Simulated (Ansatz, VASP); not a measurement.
**Cs in VASP and in Ansatz**

Contents of INCAR:

```
SYSTEM = Cs
ALGO = Fast
EDIFF = 1E-6
ENCUT = 520
GGA = CA
ISIF = 2
ISMEAR = -1
LASPH = .True.
LCHARG = .False.
LREAL = .False.
LWAVE = .False.
NBANDS = 10
NELM = 60
PREC = Accurate
SIGMA = 0.05
```

The input KPOINTS:

```
k-points
0
Gamma
  6 6 6
  0 0 0
```

POSCAR

```
Cs
1.0
   -3.1284650614      3.1284650614      3.1284650614
    3.1284650614     -3.1284650614      3.1284650614
    3.1284650614      3.1284650614     -3.1284650614
Cs
1
Direct
    0.0000000000      0.0000000000      0.0000000000
```

File input.yaml:

```yaml
crystal:
  lattice:
    - [-3.1284650614, 3.1284650614, 3.1284650614]
    - [3.1284650614, -3.1284650614, 3.1284650614]
    - [3.1284650614, 3.1284650614, -3.1284650614]
  atoms:
    - { symbol: Cs, position: [0.0, 0.0, 0.0] }
kpoints:
  mp_grid: { grid: [6, 6, 6] }
  band_path:
    path:
      - [0.0, 0.0, 0.0]
      - [0.5, -0.5, 0.5]
      - [0.0, 0.0, 0.5]
      - [0.0, 0.0, 0.0]
      - [0.25, 0.25, 0.25]
      - [0.5, -0.5, 0.5]
    npoints: 8
scf:
  occupations: { method: fermi_dirac, width: 0.05 }
hamiltonian:
  xc: lda
  pseudopotentials: { kind: all_electron, lapw: { basis_error: 0.001 } }
output:
  forces: true
  stress: true
  eigenvalues: true
```

Alike in both runs: functional LDA; k mesh 6 × 6 × 6; occupations fermi-dirac, width 0.05 eV; no spin polarisation.

|  | VASP | Ansatz |
| --- | --- | --- |
| version | VASP 6.6.1 | Ansatz 0.2.0 |
| potentials or method | VASP PAW LDA potentials, release 64 (Cs_sv), cutoff 520 eV | all-electron LAPW, scalar-relativistic |
| task | single point | band structure |

```tsv
	VASP	Ansatz	Ansatz less VASP
gap on the k mesh at the Fermi level (eV)	none	none	-
pressure (GPa)	-0.4	-0.4	+0.01
```

LDA's correlation is that of Perdew and Zunger in VASP and of Perdew and Wang (1992) in Ansatz. A gap of «none» marks a metal or a gap that the smearing closes. Ansatz ran all-electron here, and VASP with PAW potentials.

Spin-orbit coupling is off throughout.
